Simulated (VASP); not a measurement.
# VH (F-43m) in VASP: further runs

VH is run at these levels: PBEsol; tasks: single point, relaxation of cell and atoms.

Everything below comes from runs of VASP 6.6.1. Logs are shortened: lines on timing, memory, paths and dates and some standing lists are left out, and cuts for length are marked.

**1. The cell of the first run**

The structure is cubic, space group F-43m (No. 216). Conventional cell: a = 4.024 Å, b = 4.024 Å, c = 4.024 Å, α = 90.00°, β = 90.00°, γ = 90.00°. V (site symmetry -43m) has 4 H at 1.74 Å within 2.3 Å. H (site symmetry -43m) has 4 V at 1.74 Å within 2.3 Å.

**2. Single point, PBEsol, collinear spin, ferromagnetic start**

Contents of INCAR:

```
ALGO = Normal
EDIFF = 1E-6
ENCUT = 500
GGA = PS
GGA_COMPAT = F
ISIF = 2
ISMEAR = 1
ISPIN = 2
LASPH = T
LCHARG = F
LMAXMIX = 4
LORBIT = 11
LREAL = F
LWAVE = F
MAGMOM = 1.5 0
NBANDS = 18
NELM = 200
PREC = Accurate
SIGMA = 0.1
```

Contents of KPOINTS:

```
k-points
0
Gamma
  9 9 9
```

Contents of POSCAR:

```
VH
1.0
    0.0000000000      2.0121896543      2.0121896543
    2.0121896543      0.0000000000      2.0121896543
    2.0121896543      2.0121896543      0.0000000000
V H
1 1
Direct
    0.0000000000      0.0000000000      0.0000000000
    0.2500000000      0.2500000000      0.2500000000
```

Potentials or basis: VASP PAW PBE potentials, release 64 (V_sv, H).

Command:

```bash
$ cat potpaw_PBE.64/V_sv/POTCAR potpaw_PBE.64/H/POTCAR > POTCAR
$ mpirun -np 1 vasp_std > vasp.out
```

OUTCAR:

```text
EDIFF = 1E-6
   ENCUT = 500
   GGA = PS
   ISIF = 2
   ISMEAR = 1
   ISPIN = 2
   LASPH = T
   LORBIT = 11
   LREAL = F
   NELM = 200
   PREC = Accurate

 ion  position               nearest neighbor table
   1  0.000  0.000  0.000-   2 1.74   2 1.74   2 1.74   2 1.74
   2  0.250  0.250  0.250-   1 1.74   1 1.74   1 1.74   1 1.74

  LATTYP: Found a face centered cubic cell.
 ALAT       =     4.0243793086

  Lattice vectors:

 A1 = (   0.0000000000,   2.0121896543,   2.0121896543)
 A2 = (   2.0121896543,   0.0000000000,   2.0121896543)
 A3 = (   2.0121896543,   2.0121896543,   0.0000000000)

Analysis of symmetry for initial positions (statically):
=====================================================================
 Subroutine PRICEL returns:
 Original cell was already a primitive cell.

 Routine SETGRP: Setting up the symmetry group for a
 face centered cubic supercell.

 Subroutine GETGRP returns: Found 24 space group operations
 (whereof 24 operations were pure point group operations)
 out of a pool of 48 trial point group operations.

The static configuration has the point symmetry T_d .

Analysis of symmetry for dynamics (positions and initial velocities):
=====================================================================
 Subroutine PRICEL returns:
 Original cell was already a primitive cell.

 Routine SETGRP: Setting up the symmetry group for a
 face centered cubic supercell.

 Subroutine GETGRP returns: Found 24 space group operations
 (whereof 24 operations were pure point group operations)
 out of a pool of 48 trial point group operations.

The dynamic configuration has the point symmetry T_d .

Analysis of structural, dynamic, and magnetic symmetry:
=====================================================================
 Subroutine PRICEL returns:
 Original cell was already a primitive cell.

 Routine SETGRP: Setting up the symmetry group for a
 face centered cubic supercell.

 Subroutine GETGRP returns: Found 24 space group operations
 (whereof 24 operations were pure point group operations)
 out of a pool of 48 trial point group operations.

The overall configuration has the point symmetry T_d .

 Subroutine INISYM returns: Found 24 space group operations
 (whereof 24 operations are pure point group operations),
 and found     1 'primitive' translations

[... 108 lines left out ...]
   EFERMI =   0.00;   METHOD = LEGACY
   ISMEAR =     1;   SIGMA  =   0.10  broadening in eV -4-tet -1-fermi 0-gaus
   EFERMI_NEDOS =   21; number of points for ismear=-14 and -15
   IALGO  =     38    algorithm
   IMIX   =      4    mixing-type and parameters
     AMIX     =   0.40;   BMIX     =  1.00
     AMIX_MAG =   1.60;   BMIX_MAG =  1.00
  volume/ion in A,a.u.               =       8.15        54.98
  Fermi-wavevector in a.u.,A,eV,Ry     =   1.556343  2.941061 32.956072  2.422203
  Thomas-Fermi vector in A             =   2.660152
   LORBIT       =     11    0 simple, 1 ext, 2 COOP (PROOUT), +10 PAW based schemes
   GGA     = PS    functional components
   LHFCALC =     F    Hartree Fock is set to
   AEXX    =    0.0000 exact exchange contribution
   IVDW    =     0    specifies the selected vdW correction
   LEPSILON=     F    determine dielectric tensor
   LRPA    =     F    only Hartree local field effects (RPA)
 spin polarized calculation
 Methfessel and Paxton  Order N= 1 SIGMA  =   0.10
  energy-cutoff  :      500.00
  volume of cell :       16.29
 maximum number of plane-waves:       432
 NGX is ok and might be reduce to    24
   NGX = 11   NGY = 11   NGZ = 11

 number of electron      13.9999997 magnetization       0.0003170

 Free energy of the ion-electron system (eV)
  ---------------------------------------------------
  ext. energy  EPLUGINS =         0.00000000
  ---------------------------------------------------
  free energy    TOTEN  =       -13.13321237 eV

  energy without entropy =      -13.13317293  energy(sigma->0) =      -13.13319922

 E-fermi :   8.4479     XC(G=0): -12.6546

 val. band max:        8.4359088257   @ k =  -0.4444   0.1111   0.0000
 cond. band min:       8.4564493895   @ k =  -0.1111   0.1111   0.0000
 fundamental gap:      0.0205405639
 Fermi energy:         8.4479182579

 spin component 1

 k-point     1 :       0.0000    0.0000    0.0000
  band No.  band energies     occupation
      1     -55.4856      1.00000
      2     -29.1418      1.00000
      3     -29.1418      1.00000
      4     -29.1418      1.00000
      5      -1.2351      1.00000
      6       8.1889      1.00077
[... 493 lines left out ...]
     17      39.7755      0.00000
     18      42.7971      0.00000

 [... further k-points ...]

 spin component 2

 k-point     1 :       0.0000    0.0000    0.0000
  band No.  band energies     occupation
      1     -55.4854      1.00000
      2     -29.1415      1.00000
      3     -29.1415      1.00000
      4     -29.1415      1.00000
      5      -1.2350      1.00000
      6       8.1892      1.00078
[... 493 lines left out ...]
     17      39.7755      0.00000
     18      42.7972      0.00000

 [... further k-points ...]
[... 5 lines left out ...]
  --------------------------------------------------------------------------------------
  -------------------------------------------------------------------------------------
  Total        0.0029381      0.0029381      0.0029381      0.0000000     -0.0000000      0.0000000
  in kB        0.2888926      0.2888926      0.2888926      0.0000000     -0.0000000      0.0000000
  external PRESSURE =       0.2888926 kB  Pullay stress =       0.0000000 kB

 VOLUME and BASIS-vectors are now :
 -----------------------------------------------------------------------------
  energy-cutoff  :      500.00
  volume of cell :       16.29
      direct lattice vectors                 reciprocal lattice vectors
     0.000000000  2.012189654  2.012189654    -0.248485524  0.248485524  0.248485524
     2.012189654  0.000000000  2.012189654     0.248485524 -0.248485524  0.248485524
     2.012189654  2.012189654  0.000000000     0.248485524  0.248485524 -0.248485524

 POSITION                                       TOTAL-FORCE (eV/Angst)
 -----------------------------------------------------------------------------------
      0.00000      0.00000      0.00000        -0.000000     -0.000000     -0.000000
      1.00609      1.00609      1.00609         0.000000      0.000000      0.000000
 -----------------------------------------------------------------------------------
    total drift:                               -0.000000     -0.000000     -0.000000

  FREE ENERGIE OF THE ION-ELECTRON SYSTEM (eV)
  ---------------------------------------------------
  free  energy   TOTEN  =       -13.1332123690 eV

  energy  without entropy=      -13.1331729329  energy(sigma->0) =      -13.13319922

 total charge

# of ion       s       p       d       tot
------------------------------------------
    1        2.278   6.266   3.061  11.605
    2        0.615   0.032   0.000   0.648
--------------------------------------------------
tot          2.893   6.298   3.061  12.252

 magnetization (x)

# of ion       s       p       d       tot
------------------------------------------
    1       -0.000   0.000   0.000   0.000
    2       -0.000   0.000   0.000  -0.000
--------------------------------------------------
tot         -0.000   0.000   0.000   0.000
```

OSZICAR:

```text
N       E                     dE             d eps       ncg     rms          rms(c)
DAV:   1     0.101683489838E+03    0.10168E+03   -0.65060E+03  2544   0.809E+02
DAV:   2    -0.130719851242E+02   -0.11476E+03   -0.10973E+03  2584   0.262E+02
DAV:   3    -0.153109160214E+02   -0.22389E+01   -0.22254E+01  2764   0.397E+01
DAV:   4    -0.153193835513E+02   -0.84675E-02   -0.84670E-02  2764   0.260E+00
DAV:   5    -0.153194425915E+02   -0.59040E-04   -0.59040E-04  2726   0.204E-01    0.241E+01
DAV:   6    -0.131906757956E+02    0.21288E+01   -0.20944E+00  2570   0.263E+01    0.296E+00
DAV:   7    -0.131482638541E+02    0.42412E-01   -0.15058E-01  2626   0.320E+00    0.192E+00
DAV:   8    -0.131336706344E+02    0.14593E-01   -0.15201E-02  2736   0.119E+00    0.141E+00
DAV:   9    -0.131329095502E+02    0.76108E-03   -0.28101E-03  2660   0.526E-01    0.254E-01
DAV:  10    -0.131330550016E+02   -0.14545E-03   -0.75243E-04  2636   0.248E-01    0.151E-01
DAV:  11    -0.131331878302E+02   -0.13283E-03   -0.72932E-05  2706   0.109E-01    0.337E-02
DAV:  12    -0.131331994183E+02   -0.11588E-04   -0.63017E-06  2720   0.218E-02    0.230E-02
DAV:  13    -0.131332085998E+02   -0.91815E-05   -0.18350E-06  2664   0.150E-02    0.120E-02
DAV:  14    -0.131332109307E+02   -0.23309E-05   -0.63900E-07  2274   0.725E-03    0.675E-03
DAV:  15    -0.131332119651E+02   -0.10345E-05   -0.21364E-07  1292   0.482E-03    0.346E-03
DAV:  16    -0.131332123690E+02   -0.40387E-06   -0.17755E-07  1320   0.426E-03
   1 F= -.13133212E+02 E0= -.13133199E+02  d E =-.394361E-04  mag=     0.0001
```

stdout:

```text
POSCAR found type information on POSCAR V H
 POSCAR found :  2 types and       2 ions
 scaLAPACK will be used
 -----------------------------------------------------------------------------
|                                                                             |
|                                                                             |
|     You enforced a specific xc type in the INCAR file but a different       |
|     I HOPE YOU KNOW WHAT YOU ARE DOING!                                     |
|                                                                             |
 -----------------------------------------------------------------------------

 LDA part: xc-table for (Slater+PW92), standard interpolation
 POSCAR, INCAR and KPOINTS ok, starting setup
 FFT: planning ... GRIDC
 FFT: planning ... GRID_SOFT
 FFT: planning ... GRID
 WAVECAR not read
 entering main loop
```

Run time: 26 s. Hardware: 1 thread of Intel Xeon Platinum 8259CL at 2.50GHz (Skylake/Cascade Lake), shared host; peak memory 0.15 GiB.

What came out:

- Free energy: -13.1332 eV
- Pressure: 0.0 GPa
- Band gap on the k mesh: zero (filled and empty bands overlap)
- Net moment: 0.00 μB per cell
- Valence electrons inside the program's atomic spheres: V 11.61; H 0.65

Levels at points of the mesh, in eV from the Fermi level:
Spin up:
```
           k point  band 5  band 6  band 7  band 8  band 9  band 10
(0.00, 0.00, 0.00)   -9.68   -0.26   -0.26   -0.26    1.46     1.46
```
Spin down:
```
           k point  band 4  band 5  band 6  band 7  band 8  band 9  band 10  band 11
(0.00, 0.00, 0.00)  -37.59   -9.68   -0.26   -0.26   -0.26    1.46     1.46     8.19
```

Caveat: the PAW data sets were made with another functional, which shifts forces and pressure a little.

**3. Relaxation of cell and atoms, PBEsol, collinear spin, ferromagnetic start**

This run uses another cell than the first one, of 9.26 Å³/atom.

Contents of INCAR:

```
ALGO = Normal
EDIFF = 1E-7
EDIFFG = -0.03
ENCUT = 500
GGA = PS
GGA_COMPAT = False
IBRION = 2
ISIF = 3
ISMEAR = 1
ISPIN = 2
LASPH = True
LCHARG = False
LMAXMIX = 4
LORBIT = 11
LREAL = False
LWAVE = False
MAGMOM = 1.5 0
NELM = 200
NELMIN = 4
NSW = 80
PREC = Accurate
SIGMA = 0.1
```

KPOINTS is that of step 2.

Contents of POSCAR:

```
VH
1.0
    0.0000000000      2.1000000000      2.1000000000
    2.1000000000      0.0000000000      2.1000000000
    2.1000000000      2.1000000000      0.0000000000
V H
1 1
Direct
    0.0000000000      0.0000000000      0.0000000000
    0.2500000000      0.2500000000      0.2500000000
```

Potentials or basis: VASP PAW PBE potentials, release 64 (V_sv, H).

Command:

```bash
$ cat potpaw_PBE.64/V_sv/POTCAR potpaw_PBE.64/H/POTCAR > POTCAR
$ mpirun -np 1 vasp_std > vasp.out
```

OUTCAR:

```text
EDIFF = 1E-7
   EDIFFG = -0.03
   ENCUT = 500
   GGA = PS
   IBRION = 2
   ISIF = 3
   ISMEAR = 1
   ISPIN = 2
   LASPH = True
   LORBIT = 11
   LREAL = False
   NELM = 200
   NELMIN = 4
   NSW = 80
   PREC = Accurate

 ion  position               nearest neighbor table
   1  0.000  0.000  0.000-   2 1.82   2 1.82   2 1.82   2 1.82
   2  0.250  0.250  0.250-   1 1.82   1 1.82   1 1.82   1 1.82

  LATTYP: Found a face centered cubic cell.
 ALAT       =     4.2000000000

  Lattice vectors:

 A1 = (   0.0000000000,   2.1000000000,   2.1000000000)
 A2 = (   2.1000000000,   0.0000000000,   2.1000000000)
 A3 = (   2.1000000000,   2.1000000000,   0.0000000000)

Analysis of symmetry for initial positions (statically):
=====================================================================
 Subroutine PRICEL returns:
 Original cell was already a primitive cell.

 Routine SETGRP: Setting up the symmetry group for a
 face centered cubic supercell.

 Subroutine GETGRP returns: Found 24 space group operations
 (whereof 24 operations were pure point group operations)
 out of a pool of 48 trial point group operations.

The static configuration has the point symmetry T_d .

Analysis of symmetry for dynamics (positions and initial velocities):
=====================================================================
 Subroutine PRICEL returns:
 Original cell was already a primitive cell.

 Routine SETGRP: Setting up the symmetry group for a
 face centered cubic supercell.

 Subroutine GETGRP returns: Found 24 space group operations
 (whereof 24 operations were pure point group operations)
 out of a pool of 48 trial point group operations.

The dynamic configuration has the point symmetry T_d .

Analysis of structural, dynamic, and magnetic symmetry:
=====================================================================
 Subroutine PRICEL returns:
 Original cell was already a primitive cell.

 Routine SETGRP: Setting up the symmetry group for a
 face centered cubic supercell.

 Subroutine GETGRP returns: Found 24 space group operations
[... 151 lines left out ...]
  free energy    TOTEN  =       -12.99385309 eV

  energy without entropy =      -12.99310323  energy(sigma->0) =      -12.99360314

------------------------ aborting loop because EDIFF is reached ----------------------------------------

  FORCE on cell =-STRESS in cart. coord.  units (eV):
  Direction    XX          YY          ZZ          XY          YZ          ZX
  --------------------------------------------------------------------------------------
  -------------------------------------------------------------------------------------
  Total       -2.1203702     -2.1203702     -2.1203702      0.0000000     -0.0000000      0.0000000
  in kB     -183.4148080   -183.4148080   -183.4148080      0.0000000     -0.0000000      0.0000000
  external PRESSURE =    -183.4148080 kB  Pullay stress =       0.0000000 kB
[... 59 lines left out ...]
--------------------------------------- Ionic step        3  -------------------------------------------

 number of electron      13.9999997 magnetization       0.0000407

 Free energy of the ion-electron system (eV)
  ---------------------------------------------------
  ext. energy  EPLUGINS =         0.00000000
  ---------------------------------------------------
  free energy    TOTEN  =       -13.13558093 eV

  energy without entropy =      -13.13554231  energy(sigma->0) =      -13.13556805

 E-fermi :   8.4413     XC(G=0): -12.6516

 val. band max:        8.4292632480   @ k =  -0.4444   0.1111   0.0000
 cond. band min:       8.4499441645   @ k =  -0.1111   0.1111   0.0000
 fundamental gap:      0.0206809165
 Fermi energy:         8.4413106917

 spin component 1

 k-point     1 :       0.0000    0.0000    0.0000
  band No.  band energies     occupation
      1     -55.4930      1.00000
      2     -29.1492      1.00000
      3     -29.1492      1.00000
      4     -29.1492      1.00000
      5      -1.2393      1.00000
      6       8.1827      1.00078
      7       8.1827      1.00078
      8       8.1827      1.00078
      9       9.9040     -0.00000
     10       9.9040     -0.00000
     11      16.6310      0.00000
     12      28.5012      0.00000
[... 333 lines left out ...]
      1     -55.3719      1.00000
      2     -29.6560      1.00000
      3     -29.3305      1.00000
      4     -29.3305      1.00000
      5       2.3824      1.00000
      6       5.2272      1.00000
      7       8.3964      0.84096
      8      10.8532      0.00000
      9      10.8850      0.00000
     10      10.8850      0.00000
     11      18.0438      0.00000
     12      19.5593      0.00000

 [... further k-points ...]

 spin component 2

 k-point     1 :       0.0000    0.0000    0.0000
  band No.  band energies     occupation
      1     -55.4930      1.00000
      2     -29.1492      1.00000
      3     -29.1492      1.00000
      4     -29.1492      1.00000
      5      -1.2393      1.00000
      6       8.1827      1.00078
      7       8.1827      1.00078
      8       8.1827      1.00078
      9       9.9040     -0.00000
     10       9.9040     -0.00000
     11      16.6310      0.00000
     12      28.5012      0.00000
[... 374 lines left out ...]
  FREE ENERGIE OF THE ION-ELECTRON SYSTEM (eV)
  ---------------------------------------------------
  free  energy   TOTEN  =       -13.1355809255 eV

  energy  without entropy=      -13.1355423101  energy(sigma->0) =      -13.13556805

 reached required accuracy - stopping structural energy minimisation

 total charge

# of ion       s       p       d       tot
------------------------------------------
    1        2.278   6.265   3.061  11.604
    2        0.615   0.033   0.000   0.647
--------------------------------------------------
tot          2.892   6.298   3.061  12.251

 magnetization (x)

# of ion       s       p       d       tot
------------------------------------------
    1       -0.000   0.000   0.000   0.000
    2       -0.000   0.000   0.000  -0.000
--------------------------------------------------
tot         -0.000   0.000   0.000   0.000
```

OSZICAR:

```text
N       E                     dE             d eps       ncg     rms          rms(c)
DAV:   1     0.961514938736E+02    0.96151E+02   -0.73544E+03  1680   0.120E+03
DAV:   2    -0.134162287641E+02   -0.10957E+03   -0.10624E+03  1712   0.344E+02
[... 29 lines left out ...]
DAV:   3    -0.131374316589E+02    0.61811E-02   -0.12573E-02  1752   0.178E+00    0.445E-01
DAV:   4    -0.131356163288E+02    0.18153E-02   -0.30952E-03  1792   0.660E-01    0.626E-02
DAV:   5    -0.131355814370E+02    0.34892E-04   -0.11632E-04  1840   0.168E-01    0.209E-02
DAV:   6    -0.131355810821E+02    0.35485E-06   -0.13479E-05  1820   0.371E-02    0.773E-03
DAV:   7    -0.131355808903E+02    0.19182E-06   -0.19368E-06  1824   0.218E-02    0.228E-03
DAV:   8    -0.131355809255E+02   -0.35216E-07   -0.46479E-08   952   0.360E-03
   3 F= -.13135581E+02 E0= -.13135568E+02  d E =-.141728E+00  mag=     0.0000
```

Run time: 40 s. Hardware: 1 thread of Intel Xeon Platinum 8259CL at 2.50GHz (Skylake/Cascade Lake), shared host; peak memory 0.16 GiB.

Results:

```yaml
Free_energy: -13.1356 eV
Relaxed_volume: 8.15 Å³/atom
Relaxed_cell: a = 2.846 Å, b = 2.846 Å, c = 2.846 Å, α = 60.00°, β = 60.00°, γ = 60.00°
Space_group_after_relaxing_to_0.1_Å: F-43m (No. 216)
Energy_gained_by_relaxing: 70.9 meV/atom
Ionic_steps: 3
Pressure_after_relaxing: 0.1 GPa
Band_gap_on_the_k_mesh: zero (filled and empty bands overlap)
Net_moment: 0.00 μB per cell
Valence_electrons_inside_the_program's_atomic_spheres: V 11.60; H 0.65
```

The path:
| step | energy change (eV) | largest force (eV/Å) | pressure (GPa) | volume (Å³) |
| --- | --- | --- | --- | --- |
| 1 | 0.0000 | 0.0000 | -18.34 | 18.52 |
| 2 | -0.1326 | 0.0000 | 6.10 | 15.82 |
| 3 | -0.1417 | 0.0000 | 0.10 | 16.30 |

Final structure:
```
V H
1.0
     0.00000    2.01257    2.01257
     2.01257    0.00000    2.01257
     2.01257    2.01257    0.00000
V H
1 1
Direct
  0.00000 0.00000 0.00000
  0.25000 0.25000 0.25000
```

Caveat: the PAW data sets were made with another functional, which shifts forces and pressure a little.
